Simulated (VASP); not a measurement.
Write the native input for VASP 6.6.1 that does the following.

```yaml
Task: single point
Functional: PBE-based screened hybrid with 50 % exact exchange
Potentials_or_basis: VASP PAW PBE potentials, release 64 (Sb_d_GW, In_d)
Cutoff: 400 eV
k_mesh: 3 × 3 × 3
Occupations: fermi-dirac, width 0.05 eV
Spin: no spin polarisation
Dipole_correction: no
Grid_for_exact_exchange_PRECFOCK: Normal
Share_of_exact_exchange: 0.5
Further_INCAR_settings: ALGO = Normal; EDIFF = 1e-06; NBANDS = 37
Screening_parameter: 0.2 1/Å
```

Crystal: InSb3.

```
Sb In
1.0
     4.80637    0.00000    0.00000
     0.00000    4.80637    0.00000
     0.00000    0.00000    4.80637
Sb In
3 1
Direct
  0.50000 0.50000 0.00000
  0.00000 0.50000 0.50000
  0.50000 0.00000 0.50000
  0.00000 0.00000 0.00000
```

One way to write it, as run:

POSCAR

```
InSb3
1.0
    4.8063670000      0.0000000000      0.0000000000
    0.0000000000      4.8063670000      0.0000000000
    0.0000000000      0.0000000000      4.8063670000
Sb In
3 1
Direct
    0.5000000000      0.5000000000      0.0000000000
    0.0000000000      0.5000000000      0.5000000000
    0.5000000000      0.0000000000      0.5000000000
    0.0000000000      0.0000000000      0.0000000000
```

INCAR.step1

```
PREC = Accurate
ENCUT = 400
EDIFF = 1E-5
ISMEAR = -1
SIGMA = 0.05
LREAL = F
LASPH = T
NELM = 120
ALGO = Normal
ISIF = 2
LWAVE = T
LCHARG = F
NBANDS = 37
GGA = PE
GGA_COMPAT = F
```

INCAR.step2

```
PREC = Accurate
ENCUT = 400
EDIFF = 1E-6
ISMEAR = -1
SIGMA = 0.05
LREAL = F
LASPH = T
NELM = 120
ALGO = Normal
ISIF = 2
LWAVE = F
LCHARG = F
GGA = PE
LHFCALC = T
AEXX = 0.5
HFSCREEN = 0.2
PRECFOCK = Normal
NBANDS = 37
ISTART = 1
GGA_COMPAT = F
```

KPOINTS

```
Automatic mesh
0
Gamma
  3 3 3
```

Potentials or basis: VASP PAW PBE potentials, release 64 (Sb_d_GW, In_d).

Command:

```sh
$ cat potpaw_PBE.64/Sb_d_GW/POTCAR potpaw_PBE.64/In_d/POTCAR > POTCAR
$ cp INCAR.step1 INCAR
$ mpirun -np 1 vasp_std > vasp.out
$ cp INCAR.step2 INCAR
$ mpirun -np 1 vasp_std > vasp.out
```

Results of the run:

```json
{"Pressure": "-4.5 GPa", "Band gap on the k mesh": "zero (bands 29 and 30 overlap by 2.22 eV)"}
```

Caveat: the k points lie up to 0.44 Å⁻¹ apart, too coarse for converged energies and pressures of a metal; the PAW data sets were made with another functional, which shifts forces and pressure a little; spin-orbit coupling is left out, which moves the levels of the heavy elements.

Wall time 16 min on 1 thread of Intel(R) Xeon(R) Platinum 8259CL CPU @ 2.50GHz (Skylake/Cascade Lake) (shared host), peak memory 0.31 GiB.
